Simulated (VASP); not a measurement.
## ZnSe: relaxation of cell and atoms with PBEsol

Crystal: ZnSe.

```
Zn Se
1.0
     0.00000    2.82592    2.82592
     2.82592    0.00000    2.82592
     2.82592    2.82592    0.00000
Zn Se
1 1
Direct
  0.00000 0.00000 0.00000
  0.75000 0.75000 0.75000
```

| Item | Value |
| --- | --- |
| Program | VASP 6.6.1 |
| Task | relaxation of cell and atoms |
| Functional | PBEsol |
| Potentials or basis | VASP PAW PBE potentials, release 64 (Zn, Se) |
| Cutoff | 600 eV |
| k mesh | 8 × 8 × 8 |
| Occupations | gaussian, width 0.02 eV |
| Spin | no spin polarisation |
| Target pressure | -1 GPa |
| Dipole correction | no |
| Further INCAR settings | ALGO = Normal; EDIFF = 1e-07; IBRION = 2; EDIFFG = -0.008; NSW = 70; ISIF = 3 |

The relaxed volume is 22.79 Å³/atom and the relaxed cell is a = 4.010 Å, b = 4.010 Å, c = 4.010 Å, α = 60.00°, β = 60.00°, γ = 60.00°. The space group after relaxing (to 0.05 Å) is F-43m (No. 216) and the energy change on relaxing (the enthalpy is what falls) is +1.0 meV/atom. The ionic steps are 3. The pressure after relaxing is -1.0 GPa and the band gap on the k mesh is 1.16 eV, direct.

Step by step:
```
step  energy change (eV)  largest force (eV/Å)  pressure (GPa)  volume (Å³)
   1              0.0000                0.0000           -0.39        45.13
   2              0.0027                0.0000           -1.15        45.70
   3              0.0020                0.0000           -1.00        45.59
```

Final structure:
```
CELL_PARAMETERS angstrom
0.00000 2.83532 2.83532
2.83532 0.00000 2.83532
2.83532 2.83532 0.00000
ATOMIC_POSITIONS crystal
Zn 0.00000 0.00000 0.00000
Se 0.75000 0.75000 0.75000
```

Levels at points of the mesh, in eV from the valence-band top:
| k point | band 5 | band 6 | band 7 | band 8 | band 9 | band 10 | band 11 | band 12 | band 13 |
| --- | --- | --- | --- | --- | --- | --- | --- | --- | --- |
| (0.00, 0.00, 0.00) | -6.18 | -6.18 | 0.00 | 0.00 | 0.00 | 1.16 | 5.73 | 5.73 | 5.73 |
| (0.50, 0.00, 0.00) | -6.16 | -6.02 | -5.27 | -0.87 | -0.87 | 2.44 | 6.30 | 6.30 | 8.40 |
| (0.50, 0.50, 0.00) | -6.13 | -6.00 | -4.78 | -2.20 | -2.20 | 2.84 | 3.37 | 10.59 | 11.16 |

Wall time 110 s on 1 thread of AMD EPYC 7R13 (shared host), peak memory 0.17 GiB.

Caveat: the cell is relaxed towards a set pressure, so the enthalpy falls and the energy may rise; the PAW data sets were made with another functional, which shifts forces and pressure a little. Expect the measured gap to be larger: semilocal functionals such as PBEsol lack the derivative discontinuity.
